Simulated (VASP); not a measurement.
AlN:

```
CELL_PARAMETERS angstrom
0.00000 2.15448 2.15448
2.15448 0.00000 2.15448
2.15448 2.15448 0.00000
ATOMIC_POSITIONS crystal
Al 0.00000 0.00000 0.00000
N 0.25000 0.25000 0.25000
```

Base run:

```yaml
Program: VASP 6.6.1
Functional: SVWN5
Potentials_or_basis: VASP PAW PBE potentials, release 64 (Al, N)
Cutoff: 520 eV
k_mesh: 10 × 10 × 10
Occupations: fermi-dirac, width 0.05 eV
Spin: no spin polarisation
```

Its results: band gap on the k mesh 3.25 eV, indirect (least direct gap 4.59 eV); pressure 6.0 GPa.

Q: The run is repeated on the same cell with these changes: functional from SVWN5 to BLYP. What comes out?

A: Band gap on the k mesh 3.69 eV, indirect (least direct gap 4.86 eV); pressure 17.9 GPa.

BLYP binds less tightly than SVWN5, so the same cell stands under more pressure.

Caveats: the PAW data sets were made with another functional, which shifts forces and pressure a little.

A k mesh can miss the band edges.
